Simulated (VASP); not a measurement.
Input of a VASP 6.6.1 run:

The input INCAR:

```
PREC = Accurate
ENCUT = 520
EDIFF = 1E-6
ISMEAR = -1
SIGMA = 0.05
LREAL = False
LASPH = True
NELM = 100
ALGO = Normal
ISIF = 2
LWAVE = False
LCHARG = True
GGA = PS
LELF = True
LVHAR = True
NBANDS = 18
```

File KPOINTS:

```
regular mesh
0
Gamma
  8 8 8
```

The input POSCAR:

```
InPd
1.0
    3.2935535226      0.0000000000      0.0000000000
    0.0000000000      3.2935535226      0.0000000000
    0.0000000000      0.0000000000      3.2935535226
In Pd
1 1
Direct
    0.0000000000      0.0000000000      0.0000000000
    0.5000000000      0.5000000000      0.5000000000
```

Potentials or basis: VASP PAW PBE potentials, release 64 (In_d, Pd).

Command:

```console
$ cat potpaw_PBE.64/In_d/POTCAR potpaw_PBE.64/Pd/POTCAR > POTCAR
$ mpirun -np 1 vasp_std > vasp.out
```

Estimate the band gap on the k mesh.

zero (an odd number of electrons rules out a gap without spin polarisation).

Estimate the pressure.

-5.1 GPa.

Caveat: the cell stands under tension; the PAW data sets were made with another functional, which shifts forces and pressure a little; spin-orbit coupling is left out, which moves the levels of the heavy elements.
